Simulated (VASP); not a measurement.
# C (P-1) in VASP: single point with r2SCAN

Aim: the single point of C with r2SCAN.

Program: VASP 6.6.1. These are calculated values, not measurements. Logs are shortened: lines on timing, memory, paths and dates and some standing lists are left out, and cuts for length are marked.

**1. The cell of the first run**

The typed cell holds 12 atoms: a = 2.518 Å, b = 2.518 Å, c = 12.343 Å, α = 88.83°, β = 87.66°, γ = 60.00°.

**2. Single point, r2SCAN (the part above a cut slid along it)**

POSCAR

```
C
1.0
    1.7801417073     -1.7801417073      0.0000000000
    1.7801417073      0.0000000000     -1.7801417073
    7.4765951708      6.7645384878      7.1205668293
C
12
Direct
    0.6124933333      0.6666666667      0.2708666667
   -0.0208400000      0.0000000000      0.1042000000
    0.2458266667      0.3333333333      0.4375333333
    0.5124933333      0.6666666667      0.7708666667
    0.8791600000      1.0000000000      0.6042000000
    0.1458266667      0.3333333333      0.9375333333
    0.5874933333      0.6666666667      0.3958666667
    0.9541600000      1.0000000000      0.2292000000
    0.2208266667      0.3333333333      0.5625333333
    0.4874933333      0.6666666667      0.8958666667
   -0.1458400000      0.0000000000      0.7292000000
    0.3208266667      0.3333333333      0.0625333333
```

INCAR.step1

```
PREC = Accurate
ENCUT = 520
ISMEAR = 0
SIGMA = 0.05
LREAL = F
LASPH = T
NELM = 80
NBANDS = 36
GGA = PE
ALGO = Normal
EDIFF = 1E-4
LWAVE = T
LCHARG = F
```

INCAR.step2

```
PREC = Accurate
ENCUT = 520
EDIFF = 1E-6
ISMEAR = 0
SIGMA = 0.05
LREAL = F
LASPH = T
NELM = 80
ALGO = Normal
ISIF = 2
LWAVE = F
LCHARG = F
METAGGA = R2SCAN
LMIXTAU = T
NBANDS = 36
ISTART = 1
```

KPOINTS

```
Automatic mesh
0
Gamma
  10 10 2
```

Potentials or basis: VASP PAW PBE potentials, release 64 (C).

Run with:

```console
$ cat potpaw_PBE.64/C/POTCAR > POTCAR
$ cp INCAR.step1 INCAR
$ mpirun -np 1 vasp_std > vasp.out
$ cp INCAR.step2 INCAR
$ mpirun -np 1 vasp_std > vasp.out
```

OUTCAR:

```text
PREC = Accurate
   ENCUT = 520
   EDIFF = 1E-6
   ISMEAR = 0
   LREAL = F
   LASPH = T
   NELM = 80
   ISIF = 2
   METAGGA = R2SCAN
   ISTART = 1

 ion  position               nearest neighbor table
   1  0.612  0.667  0.271-   7 1.54   8 1.54   8 1.54   8 1.54
   2  0.979  0.000  0.104-   8 1.54  12 1.54  12 1.54  12 1.54
   3  0.246  0.333  0.438-   7 1.54   7 1.54   7 1.54   9 1.54
   4  0.512  0.667  0.771-  10 1.54  11 1.54  11 1.54  11 1.54
   5  0.879  0.000  0.604-  11 1.54   9 1.54   9 1.54   9 1.54
   6  0.146  0.333  0.938-  10 1.54  10 1.54  10 1.54  12 1.62
   7  0.587  0.667  0.396-   3 1.54   3 1.54   3 1.54   1 1.54
   8  0.954  0.000  0.229-   2 1.54   1 1.54   1 1.54   1 1.54
   9  0.221  0.333  0.563-   3 1.54   5 1.54   5 1.54   5 1.54
  10  0.487  0.667  0.896-   6 1.54   6 1.54   6 1.54   4 1.54
  11  0.854  0.000  0.729-   5 1.54   4 1.54   4 1.54   4 1.54
  12  0.321  0.333  0.063-   2 1.54   2 1.54   2 1.54   6 1.62

  LATTYP: Found a base centered monoclinic cell.
 ALAT       =     2.5175005454
 B/A-ratio  =     1.7320508076
 C/A-ratio  =     4.9030602689
 COS(beta)  =    -0.0407908508

  Lattice vectors:

 A1 = (   0.0000000000,   1.7801417073,  -1.7801417073)
 A2 = (  -1.7801417073,   0.0000000000,   1.7801417073)
 A3 = (   7.4765951708,   6.7645384878,   7.1205668293)

Analysis of symmetry for initial positions (statically):
=====================================================================
 Subroutine PRICEL returns:
 Original cell was already a primitive cell.

 Routine SETGRP: Setting up the symmetry group for a
 base centered monoclinic supercell.

 Subroutine GETGRP returns: Found  2 space group operations
 (whereof  1 operations were pure point group operations)
 out of a pool of  4 trial point group operations.

The static configuration has the point symmetry C_1 .
 The point group associated with its full space group is S_2 .

Analysis of symmetry for dynamics (positions and initial velocities):
=====================================================================
 Subroutine PRICEL returns:
 Original cell was already a primitive cell.

 Routine SETGRP: Setting up the symmetry group for a
 base centered monoclinic supercell.

 Subroutine GETGRP returns: Found  2 space group operations
 (whereof  1 operations were pure point group operations)
 out of a pool of  4 trial point group operations.

The dynamic configuration has the point symmetry C_1 .
 The point group associated with its full space group is S_2 .

 Subroutine INISYM returns: Found  2 space group operations
 (whereof  1 operations are pure point group operations),
 and found     1 'primitive' translations

----------------------------------------------------------------------------------------

                                     Primitive cell

  volume of cell :      67.6932

  direct lattice vectors                    reciprocal lattice vectors
     1.780141707 -1.780141707  0.000000000     0.177888460 -0.383864571  0.177888460
     1.780141707  0.000000000 -1.780141707     0.187251010  0.187251010 -0.374502021
     7.476595171  6.764538488  7.120566829     0.046812753  0.046812753  0.046812753

  length of vectors
     2.517500545  2.517500545 12.343456901     0.458956008  0.458669429  0.081082066

  position of ions in fractional coordinates (direct lattice)
     0.612493333  0.666666667  0.270866667
     0.979160000  0.000000000  0.104200000
     0.245826667  0.333333333  0.437533333
     0.512493333  0.666666667  0.770866667
     0.879160000  0.000000000  0.604200000
     0.145826667  0.333333333  0.937533333
     0.587493333  0.666666667  0.395866667
     0.954160000  0.000000000  0.229200000
     0.220826667  0.333333333  0.562533333
     0.487493333  0.666666667  0.895866667
     0.854160000  0.000000000  0.729200000
     0.320826667  0.333333333  0.062533333

  ion indices of the primitive-cell ions
   primitive index   ion index
                 1           1
                 2           2
                 3           3
                 4           4
                 5           5
                 6           6
                 7           7
                 8           8
                 9           9
                10          10
                11          11
                12          12

----------------------------------------------------------------------------------------

 KPOINTS: Automatic mesh

Automatic generation of k-mesh.
 Grid dimensions read from file:
 generate k-points for:   10   10    2

 Generating k-lattice:

  Cartesian coordinates                     Fractional coordinates (reciprocal lattice)
     0.017788846 -0.038386457  0.017788846     0.100000000  0.000000000 -0.000000000
     0.018725101  0.018725101 -0.037450202     0.000000000  0.100000000  0.000000000
     0.023406376  0.023406376  0.023406376     0.000000000  0.000000000  0.500000000

  Length of vectors
     0.045895601  0.045866943  0.040541033

  Shift w.r.t. Gamma in fractional coordinates (k-lattice)
     0.000000000  0.000000000  0.000000000

 Subroutine IBZKPT returns following result:
 ===========================================

 Found    104 irreducible k-points:

 Following reciprocal coordinates:
            Coordinates               Weight
  0.000000  0.000000  0.000000      1.000000
  0.100000  0.000000  0.000000      2.000000
 -0.100000 -0.100000  0.000000      2.000000
  0.200000  0.000000  0.000000      2.000000
 -0.200000 -0.200000  0.000000      2.000000
  0.300000  0.000000 -0.000000      2.000000
[... 16 lines left out ...]
  0.300000  0.400000  0.000000      2.000000
 -0.200000  0.100000  0.000000      2.000000
 [... further k-points ...]
   k-points           NKPTS =    104   k-points in BZ     NKDIM =    104   number of bands    NBANDS=     36
   number of dos      NEDOS =    301   number of ions     NIONS =     12
   total plane-waves  NPLWV =  38400
   dimension x,y,z NGX =    20 NGY =   20 NGZ =   96
   dimension x,y,z NGXF=    40 NGYF=   40 NGZF=  192
   ions per type =              12
   NGX,Y,Z   is equivalent  to a cutoff of  13.21, 13.21, 12.93 a.u.
   NGXF,Y,Z  is equivalent  to a cutoff of  26.41, 26.41, 25.86 a.u.
 SYSTEM =  unknown system
   PREC   = accura    normal or accurate (medium, high low for compatibility)
   ISTART =      1    job   : 0-new  1-cont  2-samecut
   ICHARG =      0    charge: 1-file 2-atom 10-const
   ISPIN  =      1    spin polarized calculation?
   LNONCOLLINEAR =      F non collinear calculations
   LSORBIT =      F    spin-orbit coupling
   LASPH  =      T    aspherical Exc in radial PAW
   ENCUT  =  520.0 eV  38.22 Ry    6.18 a.u.   4.68  4.68 22.95*2*pi/ulx,y,z
   NELM   =     80;   NELMIN=  2; NELMDL=  0     # of ELM steps
   EDIFF  = 0.1E-05   stopping-criterion for ELM
   LREAL  =      F    real-space projection
   EDIFFG = 0.1E-04   stopping-criterion for IOM
   NSW    =      0    number of steps for IOM
   IBRION =     -1    ionic relax: 0-MD 1-quasi-New 2-CG
   NFREE  =      0    steps in history (QN), initial steepest desc. (CG)
   ISIF   =      2    stress and relaxation
   ISYM   =      2    0-nonsym 1-usesym 2-fastsym
   POTIM  = 0.5000    time-step for ionic-motion
   TEBEG  =    0.0;   TEEND  =   0.0 temperature during run
   PSTRESS=    0.0 pullay stress
   NELECT =      48.0000    total number of electrons
   NUPDOWN=      -1.0000    fix difference up-down
   EMIN   =  10.00;   EMAX   =-10.00  energy-range for DOS
   EFERMI =   0.00;   METHOD = LEGACY
   ISMEAR =     0;   SIGMA  =   0.05  broadening in eV -4-tet -1-fermi 0-gaus
   EFERMI_NEDOS =   21; number of points for ismear=-14 and -15
   IALGO  =     38    algorithm
   IMIX   =      4    mixing-type and parameters
     AMIX     =   0.40;   BMIX     =  1.00
     AMIX_MAG =   1.60;   BMIX_MAG =  1.00
  volume/ion in A,a.u.               =       5.64        38.07
  Fermi-wavevector in a.u.,A,eV,Ry     =   1.459846  2.758708 28.996044  2.131149
  Thomas-Fermi vector in A             =   2.576365
   LORBIT       =      0    0 simple, 1 ext, 2 COOP (PROOUT), +10 PAW based schemes
   METAGGA = R2SCAN    functional components
   LHFCALC =     F    Hartree Fock is set to
   AEXX    =    0.0000 exact exchange contribution
   IVDW    =     0    specifies the selected vdW correction
   LEPSILON=     F    determine dielectric tensor
   LRPA    =     F    only Hartree local field effects (RPA)
 non-spin polarized calculation
 Gauss-broadening in eV      SIGMA  =   0.05
  energy-cutoff  :      520.00
  volume of cell :       67.69
 maximum number of plane-waves:      1848
   NGX =  9   NGY =  9   NGZ = 45

 number of electron      47.9999995 magnetization

 Free energy of the ion-electron system (eV)
  ---------------------------------------------------
  ext. energy  EPLUGINS =         0.00000000
  ---------------------------------------------------
  free energy    TOTEN  =      -116.86563472 eV

  energy without entropy =     -116.86563472  energy(sigma->0) =     -116.86563472

 E-fermi :  10.5552     XC(G=0): -14.2973

 val. band max:       10.2435223577   @ k =   0.0000   0.0000   0.0000
 cond. band min:      13.0352980198   @ k =   0.5000   0.0000   0.0000
 fundamental gap:      2.7917756620
 Fermi energy:        10.5552108734

 k-point     1 :       0.0000    0.0000    0.0000
  band No.  band energies     occupation
      1     -12.9674      2.00000
      2     -12.1638      2.00000
      3     -12.1608      2.00000
      4      -9.8275      2.00000
      5      -9.7874      2.00000
      6      -7.0017      2.00000
[... 28 lines left out ...]
     35      18.4301      0.00000
     36      18.4755      0.00000

 k-point     2 :       0.1000    0.0000    0.0000
  band No.  band energies     occupation
      1     -12.7091      2.00000
      2     -11.9385      2.00000
      3     -11.8733      2.00000
      4      -9.6237      2.00000
      5      -9.4935      2.00000
      6      -6.7739      2.00000
[... 28 lines left out ...]
     35      18.7326      0.00000
     36      18.8670      0.00000

 k-point     3 :      -0.1000   -0.1000    0.0000
  band No.  band energies     occupation
      1     -12.7085      2.00000
      2     -11.9380      2.00000
      3     -11.8725      2.00000
      4      -9.6232      2.00000
      5      -9.4928      2.00000
      6      -6.7740      2.00000
[... 28 lines left out ...]
     35      18.6019      0.00000
     36      18.7333      0.00000
[... 742 lines left out ...]
 k-point    23 :       0.3000    0.4000    0.0000
  band No.  band energies     occupation
      1      -9.6663      2.00000
      2      -8.9775      2.00000
      3      -8.8168      2.00000
      4      -6.8110      2.00000
      5      -6.5752      2.00000
      6      -4.1704      2.00000
[... 28 lines left out ...]
     35      20.0906      0.00000
     36      20.1982      0.00000

 k-point    24 :      -0.2000    0.1000    0.0000
  band No.  band energies     occupation
      1     -11.1771      2.00000
      2     -10.4533      2.00000
      3     -10.3209      2.00000
      4      -8.2212      2.00000
      5      -7.9628      2.00000
      6      -5.4240      2.00000
[... 28 lines left out ...]
     35      19.9520      0.00000
     36      20.8153      0.00000

 [... further k-points ...]

------------------------ aborting loop because EDIFF is reached ----------------------------------------

  FORCE on cell =-STRESS in cart. coord.  units (eV):
  Direction    XX          YY          ZZ          XY          YZ          ZX
  --------------------------------------------------------------------------------------
  -------------------------------------------------------------------------------------
  Total       -6.7439006      6.4052294      2.0966514      0.9479340      4.3548237     -3.0628905
  in kB     -159.6161272    151.6003824     49.6240079     22.4359119    103.0709275    -72.4931689
  external PRESSURE =      13.8694210 kB  Pullay stress =       0.0000000 kB

 VOLUME and BASIS-vectors are now :
 -----------------------------------------------------------------------------
  energy-cutoff  :      520.00
  volume of cell :       67.69
      direct lattice vectors                 reciprocal lattice vectors
     1.780141707 -1.780141707  0.000000000     0.177888460 -0.383864571  0.177888460
     1.780141707  0.000000000 -1.780141707     0.187251010  0.187251010 -0.374502021
     7.476595171  6.764538488  7.120566829     0.046812753  0.046812753  0.046812753

 POSITION                                       TOTAL-FORCE (eV/Angst)
 -----------------------------------------------------------------------------------
      4.30225      0.74196      0.74196         0.006227     -0.013513      0.001457
      2.52210     -1.03818      0.74196         0.059607     -0.012465      0.322163
      4.30225      2.52210      2.52210         0.003723     -0.005278     -0.000968
      7.86253      4.30225      4.30225         0.249207     -0.334536     -0.100516
      6.08239      2.52210      4.30225         0.027800     -0.032864     -0.006383
      7.86253      6.08239      6.08239         2.494678     -2.822865     -0.136976
      5.19232      1.63203      1.63203        -0.027800      0.032864      0.006383
      3.41218     -0.14811      1.63203        -0.249207      0.334536      0.100516
      5.19232      3.41218      3.41218        -0.003723      0.005278      0.000968
      8.75260      5.19232      5.19232        -0.059607      0.012465     -0.322163
      6.97246      3.41218      5.19232        -0.006227      0.013513     -0.001457
      1.63203     -0.14811     -0.14811        -2.494678      2.822865      0.136976
 -----------------------------------------------------------------------------------
    total drift:                               -0.000017     -0.000005      0.000001

  FREE ENERGIE OF THE ION-ELECTRON SYSTEM (eV)
  ---------------------------------------------------
  free  energy   TOTEN  =      -116.8656347152 eV

  energy  without entropy=     -116.8656347152  energy(sigma->0) =     -116.86563472
```

Run time: 6.2 min. Hardware: 1 thread of Intel Xeon 6975P-C (Granite Rapids), shared host; peak memory 0.29 GiB.

What came out:

```yaml
Free_energy: -116.8656 eV
Pressure: 1.4 GPa
Largest_force: 3.770 eV/Å
Band_gap_on_the_k_mesh: 2.79 eV (least direct gap 4.88 eV)
```

Forces in eV/Å, atoms in the order of the input:
```
C    0.006 -0.014  0.001
C    0.060 -0.012  0.322
C    0.004 -0.005 -0.001
C    0.249 -0.335 -0.101
C    0.028 -0.033 -0.006
C    2.495 -2.823 -0.137
C   -0.028  0.033  0.006
C   -0.249  0.335  0.101
C   -0.004  0.005  0.001
C   -0.060  0.012 -0.322
C   -0.006  0.014 -0.001
C   -2.495  2.823  0.137
```

Levels at points of the mesh, in eV from the valence-band top:
```csv
k point,band 22,band 23,band 24,band 25,band 26,band 27
"(0.00, 0.00, 0.00)",-0.71,-0.52,0.00,5.13,5.48,5.61
"(0.50, 0.00, 0.00)",-4.63,-3.57,-2.51,2.79,4.61,5.04
"(0.50, 0.50, 0.00)",-4.62,-3.70,-3.39,4.59,4.81,5.16
"(0.00, 0.50, 0.00)",-4.54,-3.72,-2.93,4.47,4.69,5.08
"(0.00, 0.00, 0.50)",-0.76,-0.72,-0.65,5.49,5.60,5.84
"(0.50, 0.00, 0.50)",-4.04,-3.78,-2.77,3.00,4.62,4.86
"(0.50, 0.50, 0.50)",-4.21,-3.81,-3.78,4.63,4.69,5.59
"(0.00, 0.50, 0.50)",-4.12,-3.75,-3.28,4.59,4.80,5.43
```

Caveat: the cell differs from its parent crystal (the part above a cut slid along it); the stress differs along the axes, from -16 to 15 GPa; the PAW data sets were made with another functional, which shifts forces and pressure a little. A k mesh can miss the band edges.
